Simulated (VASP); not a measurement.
# Cs2H (P6/mmm) in VASP: single point with PBE

Aim: the single point of Cs2H with PBE.

Program: VASP 6.6.1. These are calculated values, not measurements. Logs are shortened: lines on timing, memory, paths and dates and some standing lists are left out, and cuts for length are marked.

### Step 1. The cell of the first run

It takes space group P6/mmm (No. 191, hexagonal). Conventional cell: a = 5.547 Å, b = 5.547 Å, c = 4.523 Å, α = 90.00°, β = 90.00°, γ = 120.00°. Cs (site symmetry -6m2) has 3 Cs at 3.20 Å and 3 H at 3.20 Å within 4.2 Å. H (site symmetry 6/mmm) has 6 Cs at 3.20 Å within 4.2 Å.

The cell was built from a structure type or drawn by symmetry, and may not be a known phase.

### Step 2. Single point, PBE

INCAR reads:

```
SYSTEM = Cs2H
PREC = Accurate ; ENCUT = 520
EDIFF = 1E-7 ; ISMEAR = 0
SIGMA = 0.1 ; LREAL = .FALSE.
LASPH = .TRUE. ; NELM = 60
ALGO = Normal ; ISIF = 2
LWAVE = .FALSE. ; LCHARG = .FALSE.
GGA = PE ; NBANDS = 16
```

KPOINTS reads:

```
Automatic mesh
0
G
  6 6 4
  0 0 0
```

POSCAR reads:

```
Cs2H
1.0
    5.5471989200      0.0000000000      0.0000000000
   -2.7735994600      4.8040151800      0.0000000000
    0.0000000000      0.0000000000      4.5229973100
Cs H
2 1
Direct
    0.3333333300      0.6666666700      0.5000000000
    0.6666666700      0.3333333300      0.5000000000
    0.0000000000      0.0000000000      0.5000000000
```

Potentials or basis: VASP PAW PBE potentials, release 64 (Cs_sv, H).

On the command line:

```console
cat potpaw_PBE.64/Cs_sv/POTCAR potpaw_PBE.64/H/POTCAR > POTCAR
mpirun -np 1 vasp_std > vasp.out
```

OUTCAR:

```text
SYSTEM = Cs2H
   PREC = Accurate
   ENCUT = 520
   EDIFF = 1E-7
   ISMEAR = 0
   LREAL = .FALSE.
   LASPH = .TRUE.
   NELM = 60
   ISIF = 2
   GGA = PE

 ion  position               nearest neighbor table
   1  0.333  0.667  0.500-
   2  0.667  0.333  0.500-
   3  0.000  0.000  0.500-

  LATTYP: Found a hexagonal cell.
 ALAT       =     5.5471989200
 C/A-ratio  =     0.8153659847

  Lattice vectors:

 A1 = (   5.5471989200,   0.0000000000,   0.0000000000)
 A2 = (  -2.7735994600,   4.8040151800,   0.0000000000)
 A3 = (   0.0000000000,   0.0000000000,   4.5229973100)

Analysis of symmetry for initial positions (statically):
=====================================================================
 Subroutine PRICEL returns:
 Original cell was already a primitive cell.

 Routine SETGRP: Setting up the symmetry group for a
 hexagonal supercell.

 Subroutine GETGRP returns: Found 24 space group operations
 (whereof 24 operations were pure point group operations)
 out of a pool of 24 trial point group operations.

The static configuration has the point symmetry D_6h.

Analysis of symmetry for dynamics (positions and initial velocities):
=====================================================================
 Subroutine PRICEL returns:
 Original cell was already a primitive cell.

 Routine SETGRP: Setting up the symmetry group for a
 hexagonal supercell.

 Subroutine GETGRP returns: Found 24 space group operations
 (whereof 24 operations were pure point group operations)
 out of a pool of 24 trial point group operations.

The dynamic configuration has the point symmetry D_6h.

 Subroutine INISYM returns: Found 24 space group operations
 (whereof 24 operations are pure point group operations),
 and found     1 'primitive' translations

----------------------------------------------------------------------------------------

                                     Primitive cell

  volume of cell :     120.5326

  direct lattice vectors                    reciprocal lattice vectors
     5.547198920  0.000000000  0.000000000     0.180271163  0.104079605  0.000000000
    -2.773599460  4.804015180  0.000000000     0.000000000  0.208159209  0.000000000
     0.000000000  0.000000000  4.522997310     0.000000000  0.000000000  0.221092327

  length of vectors
     5.547198920  5.547198916  4.522997310     0.208159209  0.208159209  0.221092327

[... 78 lines left out ...]
   EDIFF  = 0.1E-06   stopping-criterion for ELM
   LREAL  =      F    real-space projection
   EDIFFG = 0.1E-05   stopping-criterion for IOM
   NSW    =      0    number of steps for IOM
   IBRION =     -1    ionic relax: 0-MD 1-quasi-New 2-CG
   NFREE  =      0    steps in history (QN), initial steepest desc. (CG)
   ISIF   =      2    stress and relaxation
   ISYM   =      2    0-nonsym 1-usesym 2-fastsym
   POTIM  = 0.5000    time-step for ionic-motion
   TEBEG  =    0.0;   TEEND  =   0.0 temperature during run
   PSTRESS=    0.0 pullay stress
   NELECT =      19.0000    total number of electrons
   NUPDOWN=      -1.0000    fix difference up-down
   EMIN   =  10.00;   EMAX   =-10.00  energy-range for DOS
   EFERMI =   0.00;   METHOD = LEGACY
   ISMEAR =     0;   SIGMA  =   0.10  broadening in eV -4-tet -1-fermi 0-gaus
   EFERMI_NEDOS =   21; number of points for ismear=-14 and -15
   IALGO  =     38    algorithm
   IMIX   =      4    mixing-type and parameters
     AMIX     =   0.40;   BMIX     =  1.00
     AMIX_MAG =   1.60;   BMIX_MAG =  1.00
  volume/ion in A,a.u.               =      40.18       271.13
  Fermi-wavevector in a.u.,A,eV,Ry     =   0.884351  1.671181 10.640793  0.782076
  Thomas-Fermi vector in A             =   2.005239
   LORBIT       =      0    0 simple, 1 ext, 2 COOP (PROOUT), +10 PAW based schemes
   GGA     = PE    functional components
   LHFCALC =     F    Hartree Fock is set to
   AEXX    =    0.0000 exact exchange contribution
   IVDW    =     0    specifies the selected vdW correction
   LEPSILON=     F    determine dielectric tensor
   LRPA    =     F    only Hartree local field effects (RPA)
 non-spin polarized calculation
 Gauss-broadening in eV      SIGMA  =   0.10
  energy-cutoff  :      520.00
  volume of cell :      120.53
 maximum number of plane-waves:      3268
 NGX is ok and might be reduce to    42
   NGX = 21   NGY = 21   NGZ = 17

 number of electron      19.0000005 magnetization

 Free energy of the ion-electron system (eV)
  ---------------------------------------------------
  ext. energy  EPLUGINS =         0.00000000
  ---------------------------------------------------
  free energy    TOTEN  =        -3.33165482 eV

  energy without entropy =       -3.32001978  energy(sigma->0) =       -3.32583730

 E-fermi :   2.6008     XC(G=0):  -7.3818

 val. band max:        2.5928101605   @ k =   0.1667   0.0000   0.2500
 cond. band min:       2.6658977076   @ k =   0.3333   0.3333   0.2500
 fundamental gap:      0.0730875471
 Fermi energy:         2.6008228657

 k-point     1 :       0.0000    0.0000    0.0000
  band No.  band energies     occupation
      1     -22.2553      2.00000
      2     -21.1614      2.00000
      3      -9.9177      2.00000
      4      -9.9177      2.00000
      5      -8.7533      2.00000
      6      -7.7726      2.00000
[... 376 lines left out ...]
      3     -10.2570      2.00000
      4      -8.6858      2.00000
      5      -8.6858      2.00000
      6      -8.5958      2.00000
[... 8 lines left out ...]
     15       5.6086      0.00000
     16       7.1694      0.00000

------------------------ aborting loop because EDIFF is reached ----------------------------------------

  FORCE on cell =-STRESS in cart. coord.  units (eV):
  Direction    XX          YY          ZZ          XY          YZ          ZX
  --------------------------------------------------------------------------------------
  -------------------------------------------------------------------------------------
  Total        4.2799780      4.2799780      0.5420826      0.0000000      0.0000000      0.0000000
  in kB       56.8915387     56.8915386      7.2056247      0.0000000      0.0000000      0.0000000
  external PRESSURE =      40.3295674 kB  Pullay stress =       0.0000000 kB

 VOLUME and BASIS-vectors are now :
 -----------------------------------------------------------------------------
  energy-cutoff  :      520.00
  volume of cell :      120.53
      direct lattice vectors                 reciprocal lattice vectors
     5.547198920  0.000000000  0.000000000     0.180271163  0.104079605  0.000000000
    -2.773599460  4.804015180  0.000000000     0.000000000  0.208159209  0.000000000
     0.000000000  0.000000000  4.522997310     0.000000000  0.000000000  0.221092327

 POSITION                                       TOTAL-FORCE (eV/Angst)
 -----------------------------------------------------------------------------------
     -0.00000      3.20268      2.26150         0.000000      0.000000      0.000000
      2.77360      1.60134      2.26150        -0.000000     -0.000000      0.000000
      0.00000      0.00000      2.26150         0.000000      0.000000      0.000000
 -----------------------------------------------------------------------------------
    total drift:                                0.000000     -0.000000      0.000000

  FREE ENERGIE OF THE ION-ELECTRON SYSTEM (eV)
  ---------------------------------------------------
  free  energy   TOTEN  =        -3.3316548176 eV

  energy  without entropy=       -3.3200197833  energy(sigma->0) =       -3.32583730
```

OSZICAR:

```text
N       E                     dE             d eps       ncg     rms          rms(c)
DAV:   1     0.134026324013E+03    0.13403E+03   -0.71680E+03   672   0.926E+02
DAV:   2     0.812605860649E+01   -0.12590E+03   -0.12197E+03   896   0.171E+02
DAV:   3    -0.412086581387E+01   -0.12247E+02   -0.12208E+02   968   0.629E+01
DAV:   4    -0.426516044526E+01   -0.14429E+00   -0.14428E+00   776   0.795E+00
DAV:   5    -0.426650709481E+01   -0.13466E-02   -0.13464E-02   968   0.729E-01    0.364E+00
DAV:   6    -0.348966014428E+01    0.77685E+00   -0.12897E+00   768   0.279E+00    0.141E+00
DAV:   7    -0.332317858110E+01    0.16648E+00   -0.10847E+00   808   0.247E+00    0.684E-01
DAV:   8    -0.334394105206E+01   -0.20762E-01   -0.13943E-01   696   0.997E-01    0.452E-01
DAV:   9    -0.333179042976E+01    0.12151E-01   -0.40930E-02   864   0.441E-01    0.108E-01
DAV:  10    -0.333176330628E+01    0.27123E-04   -0.71063E-03   776   0.184E-01    0.724E-02
DAV:  11    -0.333165217326E+01    0.11113E-03   -0.88917E-04   768   0.812E-02    0.885E-03
DAV:  12    -0.333165494931E+01   -0.27760E-05   -0.39100E-05   936   0.195E-02    0.263E-03
DAV:  13    -0.333165497646E+01   -0.27151E-07   -0.29663E-06   784   0.615E-03    0.297E-03
DAV:  14    -0.333165479135E+01    0.18511E-06   -0.72195E-07   704   0.225E-03    0.111E-03
DAV:  15    -0.333165481764E+01   -0.26290E-07   -0.34111E-07   664   0.158E-03
   1 F= -.33316548E+01 E0= -.33258373E+01  d E =-.116350E-01
```

stdout:

```text
POSCAR found type information on POSCAR CsH
 POSCAR found :  2 types and       3 ions
 scaLAPACK will be used
 LDA part: xc-table for (Slater+PW92), standard interpolation
 POSCAR, INCAR and KPOINTS ok, starting setup
 FFT: planning ... GRIDC
 FFT: planning ... GRID_SOFT
 FFT: planning ... GRID
 WAVECAR not read
 entering main loop
```

It took 78 s on 1 thread of Intel Xeon 8259CL, shared host; peak memory 0.25 GiB.

Results:

| Quantity | Value |
| --- | --- |
| Free energy | -3.3317 eV |
| Pressure | 4.0 GPa |
| Band gap on the k mesh | zero (an odd number of electrons rules out a gap without spin polarisation) |

Caveat: the cell stands under pressure; spin-orbit coupling is left out, which moves the levels of the heavy elements.
